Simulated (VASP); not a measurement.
Ga3Sb, 4 atoms in the cell. It takes space group Pmmm (No. 47, orthorhombic). Conventional cell: a = 2.936 Å, b = 3.998 Å, c = 9.192 Å, α = 90.00°, β = 90.00°, γ = 90.00°. Ga (site symmetry mm2) has 3 Ga at 2.58 to 2.94 Å and 2 Sb at 2.84 Å within 3.4 Å. Ga (site symmetry mmm) has 4 Ga at 2.58 to 2.94 Å within 3.4 Å. Within 3.7 Å of Sb (site symmetry mmm) lie 4 Ga at 2.84 Å and 2 Sb at 2.94 Å. The cell was built from a structure type or drawn by symmetry, and may not be a known phase.

| Item | Value |
| --- | --- |
| Program | VASP 6.6.1 |
| Task | single point |
| Functional | PBE |
| Potentials or basis | VASP PAW PBE potentials, release 64 (Ga_d, Sb) |
| Cutoff | 520 eV |
| k mesh | 16 × 12 × 6 |
| Occupations | gaussian, width 0.1 eV |
| Spin | no spin polarisation |
| Dipole correction | no |
| Further INCAR settings | ALGO = Fast; EDIFF = 1e-06; NBANDS = 30 |

Potentials or basis: VASP PAW PBE potentials, release 64 (Ga_d, Sb).

The run is started by

```bash
$ cat potpaw_PBE.64/Ga_d/POTCAR potpaw_PBE.64/Sb/POTCAR > POTCAR
$ mpirun -np 1 vasp_std > vasp.out
```

Hardware: 1 thread of Intel Xeon 8259CL, with other jobs on the host.

Task: Estimate the wall time of this run.

Result: Wall time 17 min on 1 thread of Intel Xeon 8259CL, on a shared host, peak memory 0.74 GiB. Counts: scf iterations 13, k points 252.
